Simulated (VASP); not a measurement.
LiCl:

```
CELL_PARAMETERS angstrom
0.00000 2.56477 2.56477
2.56477 0.00000 2.56477
2.56477 2.56477 0.00000
ATOMIC_POSITIONS crystal
Cl 0.50000 0.50000 0.50000
Li 0.00000 0.00000 0.00000
```

```yaml
Program: VASP 6.6.1
Task: relaxation of cell and atoms
Functional: PBEsol-based screened hybrid with 25 % exact exchange
Potentials_or_basis: VASP PAW PBE potentials, release 64 (Cl, Li_sv)
Cutoff: 600 eV
k_mesh: 5 × 5 × 5
Occupations: fermi-dirac, width 0.05 eV
Spin: no spin polarisation
```

At the start: pressure -1.6 GPa; volume 16.87 Å³/atom.

Q: How do energy, volume and symmetry change on relaxing?

A: Over 3 steps the energy falls by 4.1 meV/atom and the volume is 16.08 Å³/atom (-4.7 %); space group Fm-3m (No. 225, to 0.1 Å) before and after.

Step by step:
```tsv
step	energy change (eV)	largest force (eV/Å)	pressure (GPa)	volume (Å³)
1	0.0000	0.0000	-1.59	33.74
2	-0.0061	0.0000	-0.82	32.93
3	-0.0081	0.0000	0.00	32.16
```

Final structure:
```
CELL_PARAMETERS angstrom
0.00000 2.52397 2.52397
2.52397 0.00000 2.52397
2.52397 2.52397 0.00000
ATOMIC_POSITIONS crystal
Cl 0.50000 0.50000 0.50000
Li 0.00000 0.00000 0.00000
```

Caveat: the k points lie up to 0.43 Å⁻¹ apart in the final cell; the cutoff is under 1.25 times the usual one of these potentials, so pressure, stress and relaxed cells hold a basis-set (Pulay) error; the PAW data sets were made with another functional, which shifts forces and pressure a little.
